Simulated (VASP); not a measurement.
# AlN (I-4m2) in VASP: single point with HSE06

Aim: the single point of AlN with HSE06.

All numbers are computed with VASP 6.6.1; they aren't measurements. Logs are shortened: lines on timing, memory, paths and dates and some standing lists are left out, and cuts for length are marked.

## Step 1: The cell of the first run

The structure is tetragonal, space group I-4m2 (No. 119). The conventional cell has a = 3.090 Å, b = 3.090 Å, c = 4.157 Å, α = 90.00°, β = 90.00°, γ = 90.00°. Within 2.5 Å of Al (site symmetry -4m2) lie 4 N at 1.86 Å. N (site symmetry -4m2) has 4 Al at 1.86 Å within 2.5 Å.

## Step 2: Single point, HSE06 (uniaxial z strain -4.9%)

The input, POSCAR:

```
AlN
1.0
    0.0000000000      2.1848764208      2.0782544515
    2.1848764208      0.0000000000      2.0782544515
    2.1848764208      2.1848764208      0.0000000000
Al N
1 1
Direct
    0.0000000000      0.0000000000      0.0000000000
    0.2500000000      0.2500000000      0.2500000000
```

The input, INCAR.step1:

```
SYSTEM = AlN
PREC     = Accurate       ! precision mode
ENCUT    = 520            ! plane-wave cutoff, eV
EDIFF    = 1E-5           ! SCF threshold, eV
ISMEAR   = 0              ! smearing method
SIGMA    = 0.01           ! smearing width, eV
LREAL    = .FALSE.        ! projectors in reciprocal space
LASPH    = .TRUE.         ! aspherical terms in the spheres
NELM     = 100            ! most SCF steps
ALGO     = Normal         ! electronic algorithm
ISIF     = 2              ! what is computed and relaxed
LWAVE    = .TRUE.         ! write WAVECAR
NBANDS   = 11             ! bands
GGA      = PE             ! functional
```

The input, INCAR.step2:

```
SYSTEM = AlN
PREC     = Accurate       ! precision mode
ENCUT    = 520            ! plane-wave cutoff, eV
EDIFF    = 1E-6           ! SCF threshold, eV
ISMEAR   = 0              ! smearing method
SIGMA    = 0.01           ! smearing width, eV
LREAL    = .FALSE.        ! projectors in reciprocal space
LASPH    = .TRUE.         ! aspherical terms in the spheres
NELM     = 100            ! most SCF steps
ALGO     = Normal         ! electronic algorithm
ISIF     = 2              ! what is computed and relaxed
LWAVE    = .FALSE.        ! write WAVECAR
LCHARG   = .TRUE.         ! write CHGCAR
GGA      = PE             ! functional
LHFCALC  = .TRUE.         ! exact exchange
HFSCREEN = 0.2079         ! screening, 1/A
PRECFOCK = Normal       
LELF     = .TRUE.         ! ELF
LVHAR    = .TRUE.       
NBANDS   = 11             ! bands
ISTART   = 1
```

The input, KPOINTS:

```
Automatic mesh
0
G
  8 8 8
  0 0 0
```

Potentials or basis: VASP PAW PBE potentials, release 64 (Al, N).

On the command line:

```
$ cat potpaw_PBE.64/Al/POTCAR potpaw_PBE.64/N/POTCAR > POTCAR
$ cp INCAR.step1 INCAR
$ mpirun -np 1 vasp_std > vasp.out
$ cp INCAR.step2 INCAR
$ mpirun -np 1 vasp_std > vasp.out
```

OUTCAR:

```text
SYSTEM = AlN
   PREC = Accurate
   ENCUT = 520
   EDIFF = 1E-6
   ISMEAR = 0
   LREAL = .FALSE.
   LASPH = .TRUE.
   NELM = 100
   ISIF = 2
   GGA = PE
   LHFCALC = .TRUE.
   HFSCREEN = 0.2079
   PRECFOCK = Normal
   ISTART = 1

 ion  position               nearest neighbor table
   1  0.000  0.000  0.000-   2 1.86   2 1.86   2 1.86   2 1.86
   2  0.250  0.250  0.250-   1 1.86   1 1.86   1 1.86   1 1.86

  LATTYP: Found a body centered tetragonal cell.
 ALAT       =     3.0898818664
 C/A-ratio  =     1.3451999406

  Lattice vectors:

 A1 = (   0.0000000000,  -2.1848764208,  -2.0782544515)
 A2 = (   0.0000000000,   2.1848764208,  -2.0782544515)
 A3 = (   2.1848764208,   0.0000000000,   2.0782544515)

Analysis of symmetry for initial positions (statically):
=====================================================================
 Subroutine PRICEL returns:
 Original cell was already a primitive cell.

 Routine SETGRP: Setting up the symmetry group for a
 body centered tetragonal supercell.

 Subroutine GETGRP returns: Found  8 space group operations
 (whereof  8 operations were pure point group operations)
 out of a pool of 16 trial point group operations.

The static configuration has the point symmetry D_2d.

Analysis of symmetry for dynamics (positions and initial velocities):
=====================================================================
 Subroutine PRICEL returns:
 Original cell was already a primitive cell.

 Routine SETGRP: Setting up the symmetry group for a
 body centered tetragonal supercell.

 Subroutine GETGRP returns: Found  8 space group operations
 (whereof  8 operations were pure point group operations)
 out of a pool of 16 trial point group operations.

The dynamic configuration has the point symmetry D_2d.

 Subroutine INISYM returns: Found  8 space group operations
 (whereof  8 operations are pure point group operations),
 and found     1 'primitive' translations

----------------------------------------------------------------------------------------

                                     Primitive cell

  volume of cell :      19.8419

  direct lattice vectors                    reciprocal lattice vectors
     0.000000000  2.184876421  2.078254451    -0.228845895  0.228845895  0.240586517
     2.184876421  0.000000000  2.078254451     0.228845895 -0.228845895  0.240586517
     2.184876421  2.184876421  0.000000000     0.228845895  0.228845895 -0.240586517

  length of vectors
     3.015431402  3.015431402  3.089881866     0.403265123  0.403265123  0.403265123

  position of ions in fractional coordinates (direct lattice)
     0.000000000  0.000000000  0.000000000
     0.250000000  0.250000000  0.250000000

  ion indices of the primitive-cell ions
   primitive index   ion index
                 1           1
                 2           2

----------------------------------------------------------------------------------------

 KPOINTS: Automatic mesh

Automatic generation of k-mesh.
 Grid dimensions read from file:
 generate k-points for:    8    8    8

 Generating k-lattice:

  Cartesian coordinates                     Fractional coordinates (reciprocal lattice)
    -0.028605737  0.028605737  0.030073315     0.125000000 -0.000000000  0.000000000
     0.028605737 -0.028605737  0.030073315    -0.000000000  0.125000000  0.000000000
     0.028605737  0.028605737 -0.030073315     0.000000000  0.000000000  0.125000000

  Length of vectors
     0.050408140  0.050408140  0.050408140

  Shift w.r.t. Gamma in fractional coordinates (k-lattice)
     0.000000000  0.000000000  0.000000000

 Subroutine IBZKPT returns following result:
 ===========================================

 Found     59 irreducible k-points:

 Following reciprocal coordinates:
            Coordinates               Weight
  0.000000  0.000000  0.000000      1.000000
  0.125000  0.000000  0.000000      8.000000
  0.250000  0.000000  0.000000      8.000000
  0.375000  0.000000  0.000000      8.000000
  0.500000  0.000000  0.000000      4.000000
  0.125000  0.125000  0.000000      2.000000
[... 16 lines left out ...]
  0.250000  0.000000  0.125000     16.000000
  0.375000  0.000000  0.125000     16.000000
 [... further k-points ...]
   k-points           NKPTS =     59   k-points in BZ     NKDIM =    512   number of bands    NBANDS=     11
   number of dos      NEDOS =    301   number of ions     NIONS =      2
   total plane-waves  NPLWV =  13824
   dimension x,y,z NGX =    24 NGY =   24 NGZ =   24
   dimension x,y,z NGXF=    48 NGYF=   48 NGZF=   48
   ions per type =               1   1
   NGX,Y,Z   is equivalent  to a cutoff of  13.23, 13.23, 12.91 a.u.
   NGXF,Y,Z  is equivalent  to a cutoff of  26.46, 26.46, 25.83 a.u.
 SYSTEM =  AlN
   PREC   = accura    normal or accurate (medium, high low for compatibility)
   ISTART =      1    job   : 0-new  1-cont  2-samecut
   ICHARG =      0    charge: 1-file 2-atom 10-const
   ISPIN  =      1    spin polarized calculation?
   LNONCOLLINEAR =      F non collinear calculations
   LSORBIT =      F    spin-orbit coupling
   LASPH  =      T    aspherical Exc in radial PAW
   ENCUT  =  520.0 eV  38.22 Ry    6.18 a.u.   5.61  5.61  5.75*2*pi/ulx,y,z
   NELM   =    100;   NELMIN=  2; NELMDL=  0     # of ELM steps
   EDIFF  = 0.1E-05   stopping-criterion for ELM
   LREAL  =      F    real-space projection
   EDIFFG = 0.1E-04   stopping-criterion for IOM
   NSW    =      0    number of steps for IOM
   IBRION =     -1    ionic relax: 0-MD 1-quasi-New 2-CG
   NFREE  =      0    steps in history (QN), initial steepest desc. (CG)
   ISIF   =      2    stress and relaxation
   ISYM   =      3    0-nonsym 1-usesym 2-fastsym
   POTIM  = 0.5000    time-step for ionic-motion
   TEBEG  =    0.0;   TEEND  =   0.0 temperature during run
   PSTRESS=    0.0 pullay stress
   NELECT =       8.0000    total number of electrons
   NUPDOWN=      -1.0000    fix difference up-down
   EMIN   =  10.00;   EMAX   =-10.00  energy-range for DOS
   EFERMI =   0.00;   METHOD = LEGACY
   ISMEAR =     0;   SIGMA  =   0.01  broadening in eV -4-tet -1-fermi 0-gaus
   EFERMI_NEDOS =   21; number of points for ismear=-14 and -15
   IALGO  =     38    algorithm
   IMIX   =      1    mixing-type and parameters
     AMIX     =   0.40;   BMIX     =  1.00
     AMIX_MAG =   1.60;   BMIX_MAG =  1.00
  volume/ion in A,a.u.               =       9.92        66.95
  Fermi-wavevector in a.u.,A,eV,Ry     =   1.209421  2.285473 19.901215  1.462698
  Thomas-Fermi vector in A             =   2.344998
   LORBIT       =      0    0 simple, 1 ext, 2 COOP (PROOUT), +10 PAW based schemes
   GGA     = PE    functional components
   LHFCALC =     T    Hartree Fock is set to
   PRECFOCK=normal    Normal, Fast or Accurate (Low or Medium for compatibility)
   ENCUT4O =  -1.0   cutoff for four orbital integrals eV
   NKREDX  =     1    reduce k-point grid by
   NKREDY  =     1    reduce k-point grid by
   NKREDZ  =     1    reduce k-point grid by
   AEXX    =    0.2500 exact exchange contribution
   HFSCREEN=    0.2079 screening length (either q_TF or 0.3 A-1)
   HFSCREENC=   0.2079 screening length for correlation (either q_TF or 0.3 A-1)
   ENCUTFOCK=  -1.0 apply spherical cutoff to Coloumb kernel
   IVDW    =     0    specifies the selected vdW correction
   LEPSILON=     F    determine dielectric tensor
   LRPA    =     F    only Hartree local field effects (RPA)
 non-spin polarized calculation
 Gauss-broadening in eV      SIGMA  =   0.01
  energy-cutoff  :      520.00
  volume of cell :       19.84
 maximum number of plane-waves:       546
 NGX is ok and might be reduce to    24
  NGX = 18; NGY = 18; NGZ = 18

 number of electron       7.9999998 magnetization

 Free energy of the ion-electron system (eV)
  ---------------------------------------------------
  ext. energy  EPLUGINS =         0.00000000
  ---------------------------------------------------
  free energy    TOTEN  =       -17.35267504 eV

  energy without entropy =      -17.35267504  energy(sigma->0) =      -17.35267504

 E-fermi :   5.7303     XC(G=0):  -9.1824

 val. band max:        5.6402945018   @ k =   0.0000   0.0000   0.0000
 cond. band min:       9.9612972500   @ k =   0.5000   0.5000   0.0000
 fundamental gap:      4.3210027482
 Fermi energy:         5.7302978619

 k-point     1 :       0.0000    0.0000    0.0000
  band No.  band energies     occupation
      1     -11.2751      2.00000
      2       5.4424      2.00000
      3       5.4424      2.00000
      4       5.6403      2.00000
      5      11.5292      0.00000
      6      20.2431      0.00000
      7      20.2945      0.00000
      8      20.2945      0.00000
      9      24.6672      0.00000
     10      26.1344      0.00000
     11      26.3689      0.00000

 k-point     2 :       0.1250    0.0000    0.0000
  band No.  band energies     occupation
      1     -11.0168      2.00000
      2       4.2528      2.00000
      3       5.3278      2.00000
      4       5.5124      2.00000
      5      12.4949      0.00000
      6      19.6312      0.00000
      7      20.3761      0.00000
      8      20.5763      0.00000
      9      23.3010      0.00000
     10      24.1049      0.00000
     11      26.2619      0.00000

 k-point     3 :       0.2500    0.0000    0.0000
  band No.  band energies     occupation
      1     -10.3063      2.00000
      2       1.9146      2.00000
      3       5.0693      2.00000
      4       5.3648      2.00000
      5      13.8993      0.00000
      6      18.5283      0.00000
      7      19.5084      0.00000
      8      20.4980      0.00000
      9      23.9247      0.00000
     10      24.0654      0.00000
     11      25.3987      0.00000

 k-point     4 :       0.3750    0.0000    0.0000
  band No.  band energies     occupation
      1      -9.4029      2.00000
      2      -0.1738      2.00000
      3       4.8331      2.00000
      4       5.2332      2.00000
      5      14.6045      0.00000
      6      17.7660      0.00000
      7      18.4804      0.00000
      8      19.6594      0.00000
      9      25.3058      0.00000
     10      26.5006      0.00000
     11      26.5774      0.00000
[... 239 lines left out ...]
 k-point    22 :       0.1250    0.0000    0.1250
  band No.  band energies     occupation
      1     -10.9425      2.00000
      2       4.2872      2.00000
      3       5.1355      2.00000
      4       5.2885      2.00000
      5      12.7074      0.00000
      6      19.4015      0.00000
      7      20.5531      0.00000
      8      20.8145      0.00000
      9      21.0511      0.00000
     10      26.0835      0.00000
     11      27.4157      0.00000

 k-point    23 :       0.2500    0.0000    0.1250
  band No.  band energies     occupation
      1     -10.3921      2.00000
      2       2.6170      2.00000
      3       4.8495      2.00000
      4       5.0253      2.00000
      5      13.7281      0.00000
      6      18.4571      0.00000
      7      19.0953      0.00000
      8      20.9462      0.00000
      9      22.2039      0.00000
     10      25.8016      0.00000
     11      27.7456      0.00000

 k-point    24 :       0.3750    0.0000    0.1250
  band No.  band energies     occupation
      1      -9.5414      2.00000
      2       0.6038      2.00000
      3       4.4630      2.00000
      4       4.8267      2.00000
      5      14.5176      0.00000
      6      17.0145      0.00000
      7      19.2330      0.00000
      8      20.4835      0.00000
      9      23.8378      0.00000
     10      26.8396      0.00000
     11      27.8693      0.00000

 [... further k-points ...]

------------------------ aborting loop because EDIFF is reached ----------------------------------------

  FORCE on cell =-STRESS in cart. coord.  units (eV):
  Direction    XX          YY          ZZ          XY          YZ          ZX
  --------------------------------------------------------------------------------------
  -------------------------------------------------------------------------------------
  Total        1.0693496      1.0693496      1.7760181      0.0000000     -0.0000000      0.0000000
  in kB       86.3471116     86.3471116    143.4086987      0.0000000     -0.0000000      0.0000000
  external PRESSURE =     105.3676406 kB  Pullay stress =       0.0000000 kB

 VOLUME and BASIS-vectors are now :
 -----------------------------------------------------------------------------
  energy-cutoff  :      520.00
  volume of cell :       19.84
      direct lattice vectors                 reciprocal lattice vectors
     0.000000000  2.184876421  2.078254451    -0.228845895  0.228845895  0.240586517
     2.184876421  0.000000000  2.078254451     0.228845895 -0.228845895  0.240586517
     2.184876421  2.184876421  0.000000000     0.228845895  0.228845895 -0.240586517

 POSITION                                       TOTAL-FORCE (eV/Angst)
 -----------------------------------------------------------------------------------
      0.00000      0.00000      0.00000        -0.000000     -0.000000     -0.000000
      1.09244      1.09244      1.03913         0.000000      0.000000      0.000000
 -----------------------------------------------------------------------------------
    total drift:                                0.000000      0.000000     -0.000000

  FREE ENERGIE OF THE ION-ELECTRON SYSTEM (eV)
  ---------------------------------------------------
  free  energy   TOTEN  =       -17.3526750387 eV

  energy  without entropy=      -17.3526750387  energy(sigma->0) =      -17.35267504
```

It took 50 min on 1 thread of Oxide Virtual Turin-like, shared host; peak memory 0.23 GiB.

Results:

```
Free energy            : -17.3527 eV
Pressure               : 10.5 GPa
Band gap on the k mesh : 4.32 eV (least direct gap 5.89 eV)
```

Levels at points of the mesh, in eV from the valence-band top:
| k point | band 1 | band 2 | band 3 | band 4 | band 5 | band 6 | band 7 | band 8 |
| --- | --- | --- | --- | --- | --- | --- | --- | --- |
| (0.00, 0.00, 0.00) | -16.92 | -0.20 | -0.20 | 0.00 | 5.89 | 14.60 | 14.65 | 14.65 |
| (0.50, 0.00, 0.00) | -14.57 | -6.71 | -0.90 | -0.46 | 9.12 | 11.89 | 12.46 | 13.61 |
| (0.50, 0.50, 0.00) | -13.68 | -5.29 | -2.44 | -2.44 | 4.32 | 9.73 | 17.33 | 18.04 |
| (0.50, 0.00, 0.50) | -13.92 | -5.81 | -1.99 | -1.98 | 4.56 | 10.53 | 16.35 | 17.68 |

Caveat: the cell differs from its parent crystal (uniaxial z strain -4.9%); the stress differs along the axes, from 9 to 14 GPa; the structure was generated, so it needn't be the stable form of AlN; the PAW data sets were made with another functional, which shifts forces and pressure a little. A k mesh can miss the band edges.
